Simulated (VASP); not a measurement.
# Ga (Cmce) in VASP: a series of runs, part 2 of 2

VASP 6.6.1. The steps go on from the part before.

### 3 Relaxation of cell and atoms, PBEsol

This run uses another cell than the first one, of 19.59 Å³/atom, 1.028 times its volume.

Input file INCAR:

```
SYSTEM = Ga
ALGO     = Normal         ! electronic algorithm
EDIFF    = 1E-7           ! SCF threshold, eV
EDIFFG   = -0.01          ! ionic threshold
ENCUT    = 500            ! plane-wave cutoff, eV
GGA      = PS             ! functional
GGA_COMPAT= .FALSE.      
IBRION   = 2              ! ionic algorithm
ISIF     = 3              ! what is computed and relaxed
ISMEAR   = -1             ! smearing method
LASPH    = .TRUE.         ! aspherical terms in the spheres
LCHARG   = .FALSE.        ! write CHGCAR
LREAL    = .FALSE.        ! projectors in reciprocal space
LWAVE    = .FALSE.        ! write WAVECAR
NELM     = 120            ! most SCF steps
NELMIN   = 4            
NSW      = 80             ! ionic steps
PREC     = Accurate       ! precision mode
SIGMA    = 0.1            ! smearing width, eV
```

Input file KPOINTS:

```
k-points
0
G
  8 8 7
  0 0 0
```

Input file POSCAR:

```
Ga
1.0
    2.2615000000     -3.8305000000      0.0000000000
    2.2615000000      3.8305000000      0.0000000000
    0.0000000000      0.0000000000      4.5240000000
Ga
4
Direct
    0.8451000000      0.1549000000      0.0810000000
    0.6549000000      0.3451000000      0.5810000000
    0.1549000000      0.8451000000      0.9190000000
    0.3451000000      0.6549000000      0.4190000000
```

Potentials or basis: VASP PAW PBE potentials, release 64 (Ga_d).

The run is started by

```console
$ cat potpaw_PBE.64/Ga_d/POTCAR > POTCAR
$ mpirun -np 1 vasp_std > vasp.out
```

OUTCAR:

```text
SYSTEM = Ga
   EDIFF = 1E-7
   EDIFFG = -0.01
   ENCUT = 500
   GGA = PS
   IBRION = 2
   ISIF = 3
   ISMEAR = -1
   LASPH = .TRUE.
   LREAL = .FALSE.
   NELM = 120
   NELMIN = 4
   NSW = 80
   PREC = Accurate

 ion  position               nearest neighbor table
   1  0.845  0.155  0.081-   3 2.48   2 2.69   2 2.69   4 2.73   4 2.73   3 2.79   3 2.79
   2  0.655  0.345  0.581-   4 2.48   1 2.69   1 2.69   3 2.73   3 2.73   4 2.79   4 2.79
   3  0.155  0.845  0.919-   1 2.48   4 2.69   4 2.69   2 2.73   2 2.73   1 2.79   1 2.79
   4  0.345  0.655  0.419-   2 2.48   3 2.69   3 2.69   1 2.73   1 2.73   2 2.79   2 2.79

  LATTYP: Found a base centered orthorhombic cell.
 ALAT       =     4.5230000000
 B/A-ratio  =     1.6937873093
 C/A-ratio  =     1.0002210922

  Lattice vectors:

[... 375 lines left out ...]

 number of electron      52.0000007 magnetization

 Free energy of the ion-electron system (eV)
  ---------------------------------------------------
  ext. energy  EPLUGINS =         0.00000000
  ---------------------------------------------------
  free energy    TOTEN  =       -13.41636659 eV

  energy without entropy =      -13.38512506  energy(sigma->0) =      -13.40074583

 E-fermi :   5.1222     XC(G=0): -10.9344

 val. band max:        5.0918010165   @ k =   0.0000   0.0000   0.4286
 cond. band min:       5.1233831085   @ k =  -0.2500   0.2500   0.4286
 fundamental gap:      0.0315820920
 Fermi energy:         5.1221970474

 k-point     1 :       0.0000    0.0000    0.0000
  band No.  band energies     occupation
      1     -10.0308      2.00000
      2     -10.0261      2.00000
      3      -9.9948      2.00000
      4      -9.9755      2.00000
      5      -9.9481      2.00000
      6      -9.9257      2.00000
[... 805 lines left out ...]
     30       9.0331      0.00000
     31       9.8105      0.00000

 [... further k-points ...]
[... 5 lines left out ...]
  --------------------------------------------------------------------------------------
  -------------------------------------------------------------------------------------
  Total        0.0083487     -0.0049659      0.0056022      0.0000000      0.0000000      0.0000000
  in kB        0.1752392     -0.1042353      0.1175914      0.0000000      0.0000000      0.0000000
  external PRESSURE =       0.0628651 kB  Pullay stress =       0.0000000 kB
[... 19 lines left out ...]
  FREE ENERGIE OF THE ION-ELECTRON SYSTEM (eV)
  ---------------------------------------------------
  free  energy   TOTEN  =       -13.4163665926 eV

  energy  without entropy=      -13.3851250627  energy(sigma->0) =      -13.40074583

 reached required accuracy - stopping structural energy minimisation
```

CONTCAR:

```text
Ga
   1.00000000000000
     2.2473369420440137   -3.7958404343430496   -0.0000000000000000
     2.2473369420440137    3.7958404343430496    0.0000000000000000
     0.0000000000000000   -0.0000000000000000    4.4739430451067612
  Ga
     4
Direct
     0.8444427775399436    0.1555572224600564    0.0845526878511084
     0.6555572224600564    0.3444427775399435    0.5845526878511085
     0.1555572224600564    0.8444427775399436    0.9154473121488915
     0.3444427775399435    0.6555572224600564    0.4154473121488916

  0.00000000E+00  0.00000000E+00  0.00000000E+00
  0.00000000E+00  0.00000000E+00  0.00000000E+00
  0.00000000E+00  0.00000000E+00  0.00000000E+00
  0.00000000E+00  0.00000000E+00  0.00000000E+00
```

It took 23 min on 1 thread of Intel Xeon Platinum 8259CL at 2.50GHz (Skylake/Cascade Lake), shared host; peak memory 0.28 GiB.

Results:

```
Free energy                            : -13.4164 eV
Relaxed volume                         : 19.08 Å³/atom
Relaxed cell                           : a = 4.411 Å, b = 4.411 Å, c = 4.474 Å, α = 90.00°, β = 90.00°, γ = 118.74°
Space group after relaxing (to 0.05 Å) : Cmce (No. 64)
Energy gained by relaxing              : 3.1 meV/atom
Ionic steps                            : 16
Pressure after relaxing                : 0.0 GPa
Largest force after relaxing           : 0.003 eV/Å
Band gap on the k mesh                 : zero (band 26 reaches 5.34 eV, above the bottom of band 27 at 4.37 eV)
```

Forces on the atoms (eV/Å):
```
Ga   0.000 -0.003 -0.001
Ga   0.000  0.003 -0.001
Ga   0.000  0.003  0.001
Ga   0.000 -0.003  0.001
```

The path:
```
step  energy change (eV)  largest force (eV/Å)  pressure (GPa)  volume (Å³)
   1              0.0000                0.1193           -1.50        78.38
   2             -0.0115                0.0229           -0.08        76.32
   3             -0.0114                0.0224            0.11        76.21
   4             -0.0115                0.0225            0.05        76.28
   5             -0.0116                0.0215            0.06        76.27
   6             -0.0119                0.0194            0.13        76.23
   7             -0.0120                0.0158            0.04        76.32
   8             -0.0121                0.0130           -0.05        76.45
   9             -0.0121                0.0128           -0.12        76.48
  10             -0.0121                0.0133           -0.06        76.46
  11             -0.0121                0.0129           -0.09        76.47
  12             -0.0121                0.0116           -0.04        76.45
  13             -0.0122                0.0114           -0.03        76.44
  14             -0.0122                0.0140           -0.06        76.40
  15             -0.0122                0.0024            0.07        76.30
  16             -0.0122                0.0030            0.01        76.33
```

Final structure:
```cif
data_structure
_symmetry_space_group_name_H-M 'P 1'
_symmetry_Int_Tables_number 1
_cell_length_a 4.4112
_cell_length_b 4.4112
_cell_length_c 4.4739
_cell_angle_alpha 90.000
_cell_angle_beta 90.000
_cell_angle_gamma 118.744
_cell_volume 76.33
loop_
_atom_site_label
_atom_site_type_symbol
_atom_site_fract_x
_atom_site_fract_y
_atom_site_fract_z
_atom_site_occupancy
Ga1 Ga 0.84444 0.15556 0.08455 1
Ga2 Ga 0.65556 0.34444 0.58455 1
Ga3 Ga 0.15556 0.84444 0.91545 1
Ga4 Ga 0.34444 0.65556 0.41545 1
```

Caveat: the PAW data sets were made with another functional, which shifts forces and pressure a little.
